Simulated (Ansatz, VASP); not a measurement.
# BAs: VASP beside Ansatz

File POSCAR:

```
BAs
1.0
    0.0000000000      2.3430300498      2.3430300498
    2.3430300498      0.0000000000      2.3430300498
    2.3430300498      2.3430300498      0.0000000000
B As
1 1
Direct
    0.0000000000      0.0000000000      0.0000000000
    0.2500000000      0.2500000000      0.2500000000
```

The input INCAR.step1:

```
SYSTEM = BAs
  PREC = Accurate
  ENCUT = 520
  ISMEAR = -1
  SIGMA = 0.05
  LREAL = .False.
  LASPH = .True.
  NELM = 60
  NBANDS = 11
  GGA = PE
  ALGO = Normal
  EDIFF = 1E-4
  LWAVE = .True.
  LCHARG = .False.
```

File INCAR.step2:

```
SYSTEM = BAs
  PREC = Accurate
  ENCUT = 520
  EDIFF = 1E-6
  ISMEAR = -1
  SIGMA = 0.05
  LREAL = .False.
  LASPH = .True.
  NELM = 60
  ALGO = Normal
  ISIF = 2
  LWAVE = .False.
  LCHARG = .False.
  METAGGA = R2SCAN
  LMIXTAU = .True.
  NBANDS = 11
  ISTART = 1
```

File KPOINTS:

```
Automatic mesh
0
Gamma
  15 15 15
  0 0 0
```

Input for Ansatz:

```yaml
crystal:
  lattice:
    - [0.0, 2.3430300498, 2.3430300498]
    - [2.3430300498, 0.0, 2.3430300498]
    - [2.3430300498, 2.3430300498, 0.0]
  atoms:
    - { symbol: B, position: [0.0, 0.0, 0.0] }
    - { symbol: As, position: [0.25, 0.25, 0.25] }
kpoints:
  mp_grid: { grid: [15, 15, 15] }
scf:
  occupations: { method: fermi_dirac, width: 0.05 }
hamiltonian:
  xc: r2scan
  pseudopotentials: { kind: paw }
output:
  forces: true
  stress: true
  eigenvalues: true
  populations: true
```

Change from the starting cell: volume scaled by 0.94, PAW files.

Alike in both runs: task single point; functional r2SCAN; k mesh 15 × 15 × 15; occupations fermi-dirac, width 0.05 eV; no spin polarisation.

|  | VASP | Ansatz |
| --- | --- | --- |
| version | VASP 6.6.1 | Ansatz 0.2.0 |
| potentials or method | VASP PAW PBE potentials, release 64 (B, As) | PAW with Ansatz's default frozen-core files, scalar-relativistic |
| plane-wave cutoff (eV) | 520 | 500 |
| valence electrons in the cell | 8 | 18 |

VASP gave:

| Item | Value |
| --- | --- |
| pressure (GPa) | 10.3 |

Q: Estimate Ansatz's values.

A: Pressure (GPa): 9.9.

VASP's potentials were made for PBE, not for r2SCAN. With one functional, cell and mesh, what is left measures potentials, basis and numerics. VASP's potentials hold 8 valence electrons a cell and Ansatz's 18, so a difference there can come from the potentials and not from the codes.
